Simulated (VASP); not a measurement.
A run of VASP 6.6.1 is set up as follows.

Contents of INCAR:

```
SYSTEM = Ru
ALGO = Normal
EDIFF = 1E-6
ENCUT = 520
GGA = PS
ISIF = 2
ISMEAR = 0
LASPH = .TRUE.
LCHARG = .FALSE.
LREAL = .FALSE.
LWAVE = .FALSE.
NBANDS = 21
NELM = 60
PREC = Accurate
SIGMA = 0.1
```

KPOINTS

```
k-points
0
G
  14 14 8
  0 0 0
```

POSCAR

```
Ru
1.0
    2.7058000000      0.0000000000      0.0000000000
   -1.3529000000      2.3432920000      0.0000000000
    0.0000000000      0.0000000000      4.2819000000
Ru
2
Direct
    0.3518121566      0.6666666667      0.2500000000
    0.6666666667      0.3333333333      0.7500000000
```

Potentials or basis: VASP PAW PBE potentials, release 64 (Ru_pv).

Command:

```bash
$ cat potpaw_PBE.64/Ru_pv/POTCAR > POTCAR
$ mpirun -np 1 vasp_std > vasp.out
```

Task: Predict the pressure.

Result: -6.2 GPa.

Task: Estimate the band gap on the k mesh.

Result: Zero (bands 14 and 15 overlap by 3.09 eV).

Forces in eV/Å, atoms in the order of the input:
```
Ru  -0.306  0.003  0.000
Ru   0.306 -0.003  0.000
```

Caveat: the cell stands under tension; the PAW data sets were made with another functional, which shifts forces and pressure a little.
